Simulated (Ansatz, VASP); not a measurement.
## Fe: VASP beside Ansatz

```
CELL_PARAMETERS angstrom
-1.37460 1.37460 1.37460
1.37460 -1.37460 1.37460
1.37460 1.37460 -1.37460
ATOMIC_POSITIONS crystal
Fe 0.00000 0.00000 0.00000
```

Alike in both runs: task single point; functional LDA; k mesh 16 × 16 × 16; occupations gaussian, width 0.1 eV; collinear spin.

```csv
,VASP,Ansatz
version,VASP 6.6.1,Ansatz 0.2.0
potentials or method,"VASP PAW LDA potentials, release 64 (Fe_sv), cutoff 600 eV","plane waves (420 eV) with PAW, scalar-relativistic"
valence electrons in the cell,16,16
```

```tsv
	VASP	Ansatz	Ansatz less VASP
pressure (GPa)	-4.5	0.0	+4.57
net moment per atom (μB)	1.93	1.97	+0.045
size of the moment on the site where the two differ most (μB)	1.89	1.97	+0.081
```

Ansatz warns that its potentials were made for another functional, while VASP's fit it. LDA's correlation is that of Perdew and Zunger in VASP and of Perdew and Wang (1992) in Ansatz. Site moments also hang on the region over which each program counts them. One of these differences is far larger than is usual between the two programs; its cause wasn't traced.
